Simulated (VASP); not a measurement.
# ZnAu (Pm-3m) in VASP: further runs

The runs below take ZnAu through single point, with BLYP, RPBE.

Everything below comes from runs of VASP 6.6.1. Logs are shortened: lines on timing, memory, paths and dates and some standing lists are left out, and cuts for length are marked.

## 1. The cell of the first run

Symmetry: Pm-3m, No. 221, cubic system. Conventional cell: a = 3.147 Å, b = 3.147 Å, c = 3.147 Å, α = 90.00°, β = 90.00°, γ = 90.00°. Within 3.6 Å of Zn (site symmetry m-3m) lie 8 Au at 2.73 Å and 6 Zn at 3.15 Å. Au (site symmetry m-3m) has 8 Zn at 2.73 Å and 6 Au at 3.15 Å within 3.6 Å.

## 2. Single point, BLYP

File INCAR:

```
AGGAC = 1.0 ; AGGAX = 1.0
ALDAC = 0.0 ; ALDAX = 1.0
ALGO = Normal ; EDIFF = 1E-6
ENCUT = 520 ; GGA = B5
ISIF = 2 ; ISMEAR = -1
LASPH = T ; LCHARG = F
LREAL = F ; LWAVE = F
NBANDS = 18 ; NELM = 100
PREC = Accurate ; SIGMA = 0.1
```

File KPOINTS:

```
k-points
0
Gamma
  10 10 10
```

File POSCAR:

```
ZnAu
1.0
    3.1470000000      0.0000000000      0.0000000000
    0.0000000000      3.1470000000      0.0000000000
    0.0000000000      0.0000000000      3.1470000000
Zn Au
1 1
Direct
    0.5000000000      0.5000000000      0.5000000000
    0.0000000000      0.0000000000      0.0000000000
```

Potentials or basis: VASP PAW PBE potentials, release 64 (Zn, Au).

On the command line:

```
$ cat potpaw_PBE.64/Zn/POTCAR potpaw_PBE.64/Au/POTCAR > POTCAR
$ mpirun -np 1 vasp_std > vasp.out
```

OUTCAR:

```text
EDIFF = 1E-6
   ENCUT = 520
   GGA = B5
   ISIF = 2
   ISMEAR = -1
   LASPH = T
   LREAL = F
   NELM = 100
   PREC = Accurate

 ion  position               nearest neighbor table
   1  0.500  0.500  0.500-   2 2.73   2 2.73   2 2.73   2 2.73   2 2.73   2 2.73   2 2.73   2 2.73

   2  0.000  0.000  0.000-   1 2.73   1 2.73   1 2.73   1 2.73   1 2.73   1 2.73   1 2.73   1 2.73

  LATTYP: Found a simple cubic cell.
 ALAT       =     3.1470000000

  Lattice vectors:

 A1 = (   3.1470000000,   0.0000000000,   0.0000000000)
 A2 = (   0.0000000000,   3.1470000000,   0.0000000000)
 A3 = (   0.0000000000,   0.0000000000,   3.1470000000)

Analysis of symmetry for initial positions (statically):
=====================================================================
 Subroutine PRICEL returns:
 Original cell was already a primitive cell.

 Routine SETGRP: Setting up the symmetry group for a
 simple cubic supercell.

 Subroutine GETGRP returns: Found 48 space group operations
 (whereof 48 operations were pure point group operations)
 out of a pool of 48 trial point group operations.

The static configuration has the point symmetry O_h .

Analysis of symmetry for dynamics (positions and initial velocities):
=====================================================================
 Subroutine PRICEL returns:
 Original cell was already a primitive cell.

 Routine SETGRP: Setting up the symmetry group for a
 simple cubic supercell.

 Subroutine GETGRP returns: Found 48 space group operations
 (whereof 48 operations were pure point group operations)
 out of a pool of 48 trial point group operations.

The dynamic configuration has the point symmetry O_h .

 Subroutine INISYM returns: Found 48 space group operations
 (whereof 48 operations are pure point group operations),
 and found     1 'primitive' translations

----------------------------------------------------------------------------------------

                                     Primitive cell

  volume of cell :      31.1667

  direct lattice vectors                    reciprocal lattice vectors
     3.147000000  0.000000000  0.000000000     0.317762949  0.000000000  0.000000000
     0.000000000  3.147000000  0.000000000     0.000000000  0.317762949  0.000000000
     0.000000000  0.000000000  3.147000000     0.000000000  0.000000000  0.317762949

  length of vectors
[... 72 lines left out ...]
 SYSTEM =  unknown system
   PREC   = accura    normal or accurate (medium, high low for compatibility)
   ISTART =      0    job   : 0-new  1-cont  2-samecut
   ICHARG =      2    charge: 1-file 2-atom 10-const
   ISPIN  =      1    spin polarized calculation?
   LNONCOLLINEAR =      F non collinear calculations
   LSORBIT =      F    spin-orbit coupling
   LASPH  =      T    aspherical Exc in radial PAW
   ENCUT  =  520.0 eV  38.22 Ry    6.18 a.u.   5.85  5.85  5.85*2*pi/ulx,y,z
   NELM   =    100;   NELMIN=  2; NELMDL= -5     # of ELM steps
   EDIFF  = 0.1E-05   stopping-criterion for ELM
   LREAL  =      F    real-space projection
   EDIFFG = 0.1E-04   stopping-criterion for IOM
   NSW    =      0    number of steps for IOM
   IBRION =     -1    ionic relax: 0-MD 1-quasi-New 2-CG
   NFREE  =      0    steps in history (QN), initial steepest desc. (CG)
   ISIF   =      2    stress and relaxation
   ISYM   =      2    0-nonsym 1-usesym 2-fastsym
   POTIM  = 0.5000    time-step for ionic-motion
   TEBEG  =    0.0;   TEEND  =   0.0 temperature during run
   PSTRESS=    0.0 pullay stress
   NELECT =      23.0000    total number of electrons
   NUPDOWN=      -1.0000    fix difference up-down
   EMIN   =  10.00;   EMAX   =-10.00  energy-range for DOS
   EFERMI =   0.00;   METHOD = LEGACY
   ISMEAR =    -1;   SIGMA  =   0.10  broadening in eV -4-tet -1-fermi 0-gaus
   EFERMI_NEDOS =   21; number of points for ismear=-14 and -15
   IALGO  =     38    algorithm
   IMIX   =      4    mixing-type and parameters
     AMIX     =   0.40;   BMIX     =  1.00
     AMIX_MAG =   1.60;   BMIX_MAG =  1.00
  volume/ion in A,a.u.               =      15.58       105.16
  Fermi-wavevector in a.u.,A,eV,Ry     =   1.479406  2.795672 29.778283  2.188642
  Thomas-Fermi vector in A             =   2.593568
   LORBIT       =      0    0 simple, 1 ext, 2 COOP (PROOUT), +10 PAW based schemes
   GGA     = B5    functional components
   LHFCALC =     F    Hartree Fock is set to
   AEXX    =    0.0000 exact exchange contribution
   IVDW    =     0    specifies the selected vdW correction
   LEPSILON=     F    determine dielectric tensor
   LRPA    =     F    only Hartree local field effects (RPA)
 non-spin polarized calculation
  energy-cutoff  :      520.00
  volume of cell :       31.17
 maximum number of plane-waves:       862
 NGX is ok and might be reduce to    24
   NGX = 11   NGY = 11   NGZ = 11

 number of electron      23.0000000 magnetization

 Free energy of the ion-electron system (eV)
  ---------------------------------------------------
  ext. energy  EPLUGINS =         0.00000000
  ---------------------------------------------------
  free energy    TOTEN  =        -3.03816094 eV

  energy without entropy =       -3.02278028  energy(sigma->0) =       -3.03047061

 E-fermi :   7.6805     XC(G=0): -11.7754

 val. band max:        7.6727936671   @ k =   0.3000   0.1000   0.1000
 cond. band min:       7.7957582990   @ k =   0.4000   0.3000   0.2000
 fundamental gap:      0.1229646319
 Fermi energy:         7.6805018349

 k-point     1 :       0.0000    0.0000    0.0000
  band No.  band energies     occupation
      1      -2.9166      2.00000
      2      -0.6452      2.00000
      3      -0.6452      2.00000
      4      -0.0132      2.00000
      5      -0.0132      2.00000
      6      -0.0132      2.00000
[... 481 lines left out ...]
      5      -0.0385      2.00000
      6       0.1054      2.00000
[... 10 lines left out ...]
     17      20.6727      0.00000
     18      22.5570      0.00000

 [... further k-points ...]
[... 5 lines left out ...]
  --------------------------------------------------------------------------------------
  -------------------------------------------------------------------------------------
  Total        2.7880799      2.7880799      2.7880799      0.0000000      0.0000000      0.0000000
  in kB      143.3261934    143.3261934    143.3261934      0.0000000      0.0000000      0.0000000
  external PRESSURE =     143.3261934 kB  Pullay stress =       0.0000000 kB

 VOLUME and BASIS-vectors are now :
 -----------------------------------------------------------------------------
  energy-cutoff  :      520.00
  volume of cell :       31.17
      direct lattice vectors                 reciprocal lattice vectors
     3.147000000  0.000000000  0.000000000     0.317762949  0.000000000  0.000000000
     0.000000000  3.147000000  0.000000000     0.000000000  0.317762949  0.000000000
     0.000000000  0.000000000  3.147000000     0.000000000  0.000000000  0.317762949

 POSITION                                       TOTAL-FORCE (eV/Angst)
 -----------------------------------------------------------------------------------
      1.57350      1.57350      1.57350         0.000000      0.000000      0.000000
      0.00000      0.00000      0.00000         0.000000      0.000000      0.000000
 -----------------------------------------------------------------------------------
    total drift:                                0.000000      0.000000     -0.000000

  FREE ENERGIE OF THE ION-ELECTRON SYSTEM (eV)
  ---------------------------------------------------
  free  energy   TOTEN  =        -3.0381609395 eV

  energy  without entropy=       -3.0227802833  energy(sigma->0) =       -3.03047061
```

OSZICAR:

```text
N       E                     dE             d eps       ncg     rms          rms(c)
DAV:   1     0.128297196797E+03    0.12830E+03   -0.11531E+04  2128   0.162E+03
DAV:   2     0.199321004885E+01   -0.12630E+03   -0.12037E+03  2034   0.310E+02
DAV:   3    -0.348150275201E+01   -0.54747E+01   -0.54207E+01  2240   0.690E+01
DAV:   4    -0.353039990735E+01   -0.48897E-01   -0.48881E-01  2188   0.577E+00
DAV:   5    -0.353091854318E+01   -0.51864E-03   -0.51863E-03  2158   0.638E-01    0.834E+00
DAV:   6    -0.307241998763E+01    0.45850E+00   -0.13367E+00  2162   0.123E+01    0.491E+00
DAV:   7    -0.304640304614E+01    0.26017E-01   -0.33187E-02  2634   0.374E+00    0.263E+00
DAV:   8    -0.303811919779E+01    0.82838E-02   -0.10590E-02  2062   0.109E+00    0.148E-01
DAV:   9    -0.303813845493E+01   -0.19257E-04   -0.27423E-04  2484   0.265E-01    0.690E-02
DAV:  10    -0.303815868494E+01   -0.20230E-04   -0.50293E-05  2066   0.738E-02    0.172E-02
DAV:  11    -0.303816107535E+01   -0.23904E-05   -0.47496E-06  2114   0.345E-02    0.582E-03
DAV:  12    -0.303816093950E+01    0.13585E-06   -0.29892E-07  1102   0.144E-02
   1 F= -.30381609E+01 E0= -.30304706E+01  d E =-.153807E-01
```

Wall time 18 s (1 thread of AMD EPYC 9R45 (Zen 5), shared host); peak memory 0.13 GiB.

What came out:

* Free energy: -3.0382 eV
* Pressure: 14.3 GPa

Levels at points of the mesh, in eV from the Fermi level:
| k point | band 8 | band 9 | band 10 | band 11 | band 12 | band 13 | band 14 | band 15 | band 16 | band 17 |
| --- | --- | --- | --- | --- | --- | --- | --- | --- | --- | --- |
| (0.00, 0.00, 0.00) | -5.54 | -3.84 | -3.84 | -3.84 | 4.96 | 4.96 | 4.96 | 8.55 | 12.47 | 12.47 |
| (0.50, 0.00, 0.00) | -5.51 | -5.01 | -5.01 | -3.99 | -2.45 | 10.73 | 11.08 | 11.08 | 11.18 | 11.18 |
| (0.50, 0.50, 0.00) | -4.19 | -4.19 | -3.25 | -1.86 | -1.86 | 0.75 | 2.35 | 10.21 | 12.80 | 12.80 |
| (0.50, 0.50, 0.50) | -6.48 | -3.20 | -3.20 | 1.12 | 3.42 | 3.85 | 3.85 | 3.85 | 5.99 | 5.99 |

Caveat: the PAW data sets were made with another functional, which shifts forces and pressure a little; spin-orbit coupling is left out, which moves the levels of the heavy elements.

## 3. Single point, RPBE

File INCAR:

```
SYSTEM = ZnAu
ALGO = Normal ; EDIFF = 1E-6
ENCUT = 520 ; GGA = RP
ISIF = 2 ; ISMEAR = -1
LASPH = .TRUE. ; LCHARG = .FALSE.
LREAL = .FALSE. ; LWAVE = .FALSE.
NBANDS = 18 ; NELM = 100
PREC = Accurate ; SIGMA = 0.1
```

File KPOINTS:

```
k-points
0
G
  10 10 10
  0 0 0
```

POSCAR is that of step 2.

Potentials or basis: VASP PAW PBE potentials, release 64 (Zn, Au).

On the command line:

```
$ cat potpaw_PBE.64/Zn/POTCAR potpaw_PBE.64/Au/POTCAR > POTCAR
$ mpirun -np 1 vasp_std > vasp.out
```

It took 11 s on 1 thread of AMD EPYC 9R45 (Zen 5), shared host; peak memory 0.13 GiB.

The run converged. Its results:

```
Free energy : -3.7453 eV
Pressure    : 8.8 GPa
```

Levels at points of the mesh, in eV from the Fermi level:
```csv
k point,band 7,band 8,band 9,band 10,band 11,band 12,band 13,band 14,band 15,band 16
"(0.00, 0.00, 0.00)",-5.47,-5.47,-3.80,-3.80,-3.80,5.01,5.01,5.01,8.92,12.06
"(0.50, 0.00, 0.00)",-5.85,-5.44,-4.97,-4.97,-3.95,-2.42,10.36,11.12,11.12,11.25
"(0.50, 0.50, 0.00)",-5.10,-4.14,-4.14,-3.22,-1.99,-1.99,0.82,2.52,10.46,12.66
"(0.50, 0.50, 0.50)",-6.48,-6.48,-3.17,-3.17,1.48,3.60,3.73,3.73,3.73,5.88
```

Caveat: the PAW data sets were made with another functional, which shifts forces and pressure a little; spin-orbit coupling is left out, which moves the levels of the heavy elements.
